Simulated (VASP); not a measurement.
**TiO2: single point with PBE+U**

The system is TiO2.

```
CELL_PARAMETERS angstrom
2.71354 -2.71362 -0.02025
2.71354 2.71362 -0.02025
-2.67673 0.00000 4.93584
ATOMIC_POSITIONS crystal
Ti 0.12501 0.87499 0.25000
Ti 0.87499 0.12501 0.75000
O 0.32716 0.07718 0.65432
O 0.67284 0.92282 0.34568
O 0.92282 0.67284 0.84568
O 0.07718 0.32716 0.15432
```

This cell differs from its parent crystal: atoms shifted along a free coordinate.

```yaml
Program: VASP 6.6.1
Task: single point
Functional: PBE
Potentials_or_basis: VASP PAW PBE potentials, release 64 (Ti_sv, O)
Cutoff: 520 eV
k_mesh: 6 × 6 × 6
Occupations: gaussian, width 0.05 eV
Spin: no spin polarisation
Hubbard_terms: Ti d U = 4.0 eV
Dipole_correction: no
Further_INCAR_settings: ALGO = Normal; EDIFF = 1e-07; NBANDS = 33
```

```
Pressure               : 2.5 GPa
Largest force          : 0.541 eV/Å
Band gap on the k mesh : 2.74 eV (least direct gap 2.94 eV)
```

Forces on the atoms (eV/Å):
```
Ti   0.000  0.000  0.000
Ti   0.000  0.000  0.000
O    0.004  0.000  0.541
O   -0.004  0.000 -0.541
O   -0.004  0.000 -0.541
O    0.004  0.000  0.541
```

Stress tensor (GPa, compression positive):
```
1.25 0.00 0.03
0.00 1.25 0.00
0.03 0.00 4.97
```

Levels at points of the mesh, in eV from the valence-band top:
```tsv
k point	band 20	band 21	band 22	band 23	band 24	band 25	band 26	band 27	band 28	band 29
(0.00, 0.00, 0.00)	-0.74	-0.66	-0.66	-0.29	-0.29	2.74	3.40	4.53	4.53	4.53
(0.50, 0.00, 0.00)	-1.78	-1.63	-0.73	-0.72	-0.61	3.69	3.89	3.98	4.03	4.65
(0.50, 0.50, 0.00)	-2.36	-1.73	-1.73	-0.07	-0.07	3.68	3.68	4.10	4.10	5.16
(0.00, 0.00, 0.50)	-1.34	-1.08	-1.08	0.00	0.00	3.06	3.06	4.25	4.25	4.70
(0.50, 0.00, 0.50)	-1.78	-1.63	-0.73	-0.72	-0.61	3.69	3.89	3.98	4.03	4.65
(0.50, 0.50, 0.50)	-2.36	-1.73	-1.73	-0.07	-0.07	3.68	3.68	4.10	4.10	5.16
```

Eigenvalues of the final occupation matrices:
```csv
site,spin,trace,eigenvalues
site 1 d,1,0.79,0.10 0.10 0.10 0.24 0.25
site 1 d,2,0.79,0.10 0.10 0.10 0.24 0.25
site 2 d,1,0.79,0.10 0.10 0.10 0.24 0.25
site 2 d,2,0.79,0.10 0.10 0.10 0.24 0.25
```

Wall time 4.7 min on 1 thread of Intel Xeon 8259CL (shared host), peak memory 0.26 GiB.

Caveat: the cell differs from its parent crystal (atoms shifted along a free coordinate). A k mesh can miss the band edges.
